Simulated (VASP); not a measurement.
# KBr (Pm-3m) in VASP: a series of runs

The runs below take KBr through phonons, single point, with PBEsol+D3(BJ), PBE+D4.

Program: VASP 6.6.1. These are calculated values, not measurements. Logs are shortened: lines on timing, memory, paths and dates and some standing lists are left out, and cuts for length are marked.

**1. The cell of the first run**

It takes space group Pm-3m (No. 221, cubic). The conventional cell has a = 4.043 Å, b = 4.043 Å, c = 4.043 Å, α = 90.00°, β = 90.00°, γ = 90.00°. Br (site symmetry m-3m) has 8 K at 3.50 Å and 6 Br at 4.04 Å within 4.6 Å. K (site symmetry m-3m) has 8 Br at 3.50 Å and 6 K at 4.04 Å within 4.6 Å.

**2. Phonons, PBEsol+D3(BJ), collinear spin**

The input, INCAR:

```
SYSTEM = KBr
PREC = Accurate
ENCUT = 520
EDIFF = 1E-8
ISMEAR = 0
SIGMA = 0.01
LREAL = .False.
LASPH = .True.
NELM = 150
ALGO = Normal
ISIF = 2
LWAVE = .False.
LCHARG = .False.
ISPIN = 2
MAGMOM = 0.5 0
LORBIT = 11
GGA = PS
IVDW = 12
IBRION = 6
NFREE = 2
POTIM = 0.015
NSW = 1
```

The input, KPOINTS:

```
regular mesh
0
Gamma
  3 3 3
  0 0 0
```

The input, POSCAR:

```
KBr
1.0
    4.0434990000      0.0000000000      0.0000000000
    0.0000000000      4.0434990000      0.0000000000
    0.0000000000      0.0000000000      4.0434990000
Br K
1 1
Direct
    0.5000000000      0.5000000000      0.5000000000
    0.0000000000      0.0000000000      0.0000000000
```

Potentials or basis: VASP PAW PBE potentials, release 64 (Br, K_sv).

Run with:

```console
$ cat potpaw_PBE.64/Br/POTCAR potpaw_PBE.64/K_sv/POTCAR > POTCAR
$ mpirun -np 1 vasp_std > vasp.out
```

OUTCAR:

```text
SYSTEM = KBr
   PREC = Accurate
   ENCUT = 520
   EDIFF = 1E-8
   ISMEAR = 0
   LREAL = .False.
   LASPH = .True.
   NELM = 150
   ISIF = 2
   ISPIN = 2
   LORBIT = 11
   GGA = PS
   IVDW = 12
   IBRION = 6
   NFREE = 2
   POTIM = 0.015
   NSW = 1
 IVDW          = 12

 ion  position               nearest neighbor table
   1  0.500  0.500  0.500-
   2  0.000  0.000  0.000-

  LATTYP: Found a simple cubic cell.
 ALAT       =     4.0434990000

  Lattice vectors:

 A1 = (   4.0434990000,   0.0000000000,   0.0000000000)
 A2 = (   0.0000000000,   4.0434990000,   0.0000000000)
 A3 = (   0.0000000000,   0.0000000000,   4.0434990000)

Analysis of symmetry for initial positions (statically):
=====================================================================
 Subroutine PRICEL returns:
 Original cell was already a primitive cell.

 Routine SETGRP: Setting up the symmetry group for a
 simple cubic supercell.

 Subroutine GETGRP returns: Found 48 space group operations
 (whereof 48 operations were pure point group operations)
 out of a pool of 48 trial point group operations.

The static configuration has the point symmetry O_h .

Analysis of symmetry for dynamics (positions and initial velocities):
=====================================================================
 Subroutine PRICEL returns:
 Original cell was already a primitive cell.

 Routine SETGRP: Setting up the symmetry group for a
 simple cubic supercell.

 Subroutine GETGRP returns: Found 48 space group operations
 (whereof 48 operations were pure point group operations)
 out of a pool of 48 trial point group operations.

The dynamic configuration has the point symmetry O_h .

Analysis of structural, dynamic, and magnetic symmetry:
=====================================================================
 Subroutine PRICEL returns:
 Original cell was already a primitive cell.

 Routine SETGRP: Setting up the symmetry group for a
 simple cubic supercell.

 Subroutine GETGRP returns: Found 48 space group operations
 (whereof 48 operations were pure point group operations)
 out of a pool of 48 trial point group operations.

The overall configuration has the point symmetry O_h .

[... 303 lines left out ...]
  free energy    TOTEN  =        -6.31351472 eV

  energy without entropy =       -6.31351472  energy(sigma->0) =       -6.31351472

 E-fermi :  -0.8678     XC(G=0):  -7.9961

 val. band max:       -0.9377800946   @ k =   0.0000   0.3333   0.3333
 cond. band min:       2.8615648750   @ k =   0.0000   0.0000   0.0000
 fundamental gap:      3.7993449696
 Fermi energy:        -0.8677931443

 spin component 1

 k-point     1 :       0.0000    0.0000    0.0000
  band No.  band energies     occupation
      1     -29.3460      1.00000
      2     -13.6181      1.00000
      3     -12.8333      1.00000
      4     -12.8333      1.00000
      5     -12.8332      1.00000
      6      -1.0939      1.00000
      7      -1.0939      1.00000
      8      -1.0939      1.00000
      9       2.8616      0.00000
     10       4.9011      0.00000
     11       4.9016      0.00000
     12       8.7986      0.00000
[... 61 lines left out ...]
 k-point     6 :       0.0000    0.3333    0.3333
  band No.  band energies     occupation
      1     -29.3307      1.00000
      2     -13.5735      1.00000
      3     -12.9426      1.00000
      4     -12.8061      1.00000
      5     -12.7790      1.00000
      6      -2.2232      1.00000
      7      -2.0143      1.00000
      8      -0.9378      1.00000
      9       4.9580      0.00000
     10       5.6045      0.00000
     11       7.4779      0.00000
     12       7.7172      0.00000
 Fermi energy:        -0.8677931443

 spin component 2

 k-point     1 :       0.0000    0.0000    0.0000
  band No.  band energies     occupation
      1     -29.3460      1.00000
      2     -13.6181      1.00000
      3     -12.8333      1.00000
      4     -12.8333      1.00000
      5     -12.8332      1.00000
      6      -1.0939      1.00000
      7      -1.0939      1.00000
      8      -1.0939      1.00000
      9       2.8616      0.00000
     10       4.9011      0.00000
     11       4.9016      0.00000
     12       8.7987      0.00000
[... 106 lines left out ...]
  FREE ENERGIE OF THE ION-ELECTRON SYSTEM (eV)
  ---------------------------------------------------
  free  energy   TOTEN  =        -6.7572902868 eV

  energy  without entropy=       -6.7572902868  energy(sigma->0) =       -6.75729029

 INTERNAL STRAIN TENSORS FROM DISPLACED ATOMS
 ============================================

 INTERNAL STRAIN TENSOR FOR ION    1 for displacements in x,y,z  (eV/Angst):
          X           Y           Z          XY          YZ          ZX
  --------------------------------------------------------------------------------
  x     0.00000     0.00000     0.00000     0.00000     0.00000     0.00000
  y     0.00000     0.00000     0.00000     0.00000     0.00000     0.00000
  z     0.00000     0.00000     0.00000     0.00000     0.00000     0.00000

 INTERNAL STRAIN TENSOR FOR ION    2 for displacements in x,y,z  (eV/Angst):
          X           Y           Z          XY          YZ          ZX
  --------------------------------------------------------------------------------
  x     0.00000     0.00000     0.00000     0.00000     0.00000     0.00000
  y     0.00000     0.00000     0.00000     0.00000     0.00000     0.00000
  z     0.00000     0.00000     0.00000     0.00000     0.00000     0.00000

 Eigenvectors and eigenvalues of the dynamical matrix
 ----------------------------------------------------

   1 f  =    1.906571 THz    11.979340 2PiTHz   63.596371 cm-1     7.884942 meV
             X         Y         Z           dx          dy          dz
      2.021749  2.021749  2.021749     0.568709    0.000000    0.000000
      0.000000  0.000000  0.000000    -0.822539   -0.000000   -0.000000
[... 21 lines left out ...]
   6 f/i=    0.010411 THz     0.065413 2PiTHz    0.347268 cm-1     0.043056 meV
             X         Y         Z           dx          dy          dz
      2.021749  2.021749  2.021749     0.093203    0.356820    0.735230
      0.000000  0.000000  0.000000     0.064441    0.246708    0.508343

 ELASTIC MODULI CONTR FROM IONIC RELAXATION (kBar)
 Direction    XX          YY          ZZ          XY          YZ          ZX
 --------------------------------------------------------------------------------
 XX           0.0000      0.0000      0.0000      0.0000      0.0000      0.0000
 YY           0.0000      0.0000      0.0000      0.0000      0.0000      0.0000
 ZZ           0.0000      0.0000      0.0000      0.0000      0.0000      0.0000
 XY           0.0000      0.0000      0.0000      0.0000      0.0000      0.0000
 YZ           0.0000      0.0000      0.0000      0.0000      0.0000      0.0000
 ZX           0.0000      0.0000      0.0000      0.0000      0.0000      0.0000
 --------------------------------------------------------------------------------

 total charge

# of ion       s       p       d       tot
------------------------------------------
    1        1.592   3.269   0.002   4.863
    2        1.954   5.563   0.020   7.537
--------------------------------------------------
tot          3.546   8.832   0.022  12.400

 magnetization (x)

# of ion       s       p       d       tot
------------------------------------------
    1       -0.000  -0.000   0.000  -0.000
    2       -0.000   0.000   0.000   0.000
--------------------------------------------------
tot         -0.000   0.000   0.000   0.000
```

OSZICAR:

```text
N       E                     dE             d eps       ncg     rms          rms(c)
DAV:   1     0.102074071127E+03    0.10207E+03   -0.69504E+03   192   0.114E+03
[... 52 lines left out ...]
DAV:   1    -0.631119520828E+01    0.23195E-02   -0.15944E+00   288   0.908E+00    0.155E-01
DAV:   2    -0.631346001640E+01   -0.22648E-02   -0.26161E-02   344   0.132E+00    0.437E-02
DAV:   3    -0.631351579342E+01   -0.55777E-04   -0.82530E-04   456   0.154E-01    0.193E-02
DAV:   4    -0.631351414088E+01    0.16525E-05   -0.15256E-05   348   0.372E-02    0.802E-03
DAV:   5    -0.631351481090E+01   -0.67003E-06   -0.31512E-06   344   0.160E-02    0.283E-03
DAV:   6    -0.631351472343E+01    0.87477E-07   -0.28660E-07   360   0.581E-03    0.102E-03
DAV:   7    -0.631351471817E+01    0.52592E-08   -0.41129E-08   364   0.185E-03
   5 F= -.67572903E+01 E0= -.67572903E+01  d E =-.123030E-23  mag=    -0.0000
```

It took 48 s on 1 thread of Intel Xeon Platinum 8375C at 2.90GHz (Ice Lake), shared host; peak memory 0.19 GiB.

Results:

```
Net moment                                              : 0.00 μB per cell
Valence electrons inside the program's atomic spheres   : Br 4.86; K 7.54
Highest phonon frequency at Γ, LO-TO splitting left out : 64 cm⁻¹
Dispersion energy per atom                              : -0.222 eV
```

Phonon frequencies in cm⁻¹ (negative: imaginary):
```
              q point     frequencies
(0.000, 0.000, 0.000)  0 0 0 64 64 64
```

Caveat: the k points lie up to 0.52 Å⁻¹ apart; the cell stands under pressure or tension, which shifts response properties.

**3. Single point, PBE+D4, collinear spin**

POSCAR is that of step 2.

The input, INCAR.step1:

```
PREC = Accurate
ENCUT = 520
EDIFF = 1E-6
ISMEAR = -5
SIGMA = 0.05
LREAL = F
LASPH = T
NELM = 150
ALGO = Normal
ISIF = 2
LWAVE = F
LCHARG = T
ISPIN = 2
MAGMOM = 3 2
GGA = PE
IVDW = 13
NBANDS = 19
```

The input, KPOINTS.step1:

```
regular mesh
0
Gamma
  7 7 7
```

The input, INCAR.step2:

```
PREC = Accurate
ENCUT = 520
EDIFF = 1E-6
ISMEAR = -5
SIGMA = 0.05
LREAL = F
LASPH = T
NELM = 150
ALGO = Normal
ISIF = 2
LWAVE = F
LCHARG = F
ISPIN = 2
MAGMOM = 3 2
LORBIT = 11
GGA = PE
IVDW = 13
NEDOS = 2001
ICHARG = 11
```

The input, KPOINTS.step2:

```
regular mesh
0
Gamma
  11 11 11
```

Potentials or basis: VASP PAW PBE potentials, release 64 (Br, K_sv).

Run with:

```console
$ cat potpaw_PBE.64/Br/POTCAR potpaw_PBE.64/K_sv/POTCAR > POTCAR
$ cp INCAR.step1 INCAR
$ cp KPOINTS.step1 KPOINTS
$ mpirun -np 1 vasp_std > vasp.out
$ cp INCAR.step2 INCAR
$ cp KPOINTS.step2 KPOINTS
$ mpirun -np 1 vasp_std > vasp.out
```

It took 94 s on 1 thread of Intel Xeon Platinum 8375C at 2.90GHz (Ice Lake), shared host; peak memory 0.23 GiB.

Results (log left out):

```yaml
Net_moment: 0.00 μB per cell
Valence_electrons_inside_the_program's_atomic_spheres: Br 4.89; K 7.55
Dispersion_energy_per_atom: -0.137 eV
```

Levels at points of the mesh, in eV from the valence-band top:
Spin up:
```csv
k point,band 4,band 5,band 6,band 7,band 8,band 9,band 10,band 11,band 12,band 13
"(0.00, 0.00, 0.00)",-12.08,-12.08,-0.25,-0.25,-0.25,3.87,5.87,5.87,9.66,9.66
```
Spin down:
| k point | band 6 | band 7 | band 8 | band 9 | band 10 | band 11 |
| --- | --- | --- | --- | --- | --- | --- |
| (0.00, 0.00, 0.00) | -0.25 | -0.25 | -0.25 | 3.87 | 5.87 | 5.87 |
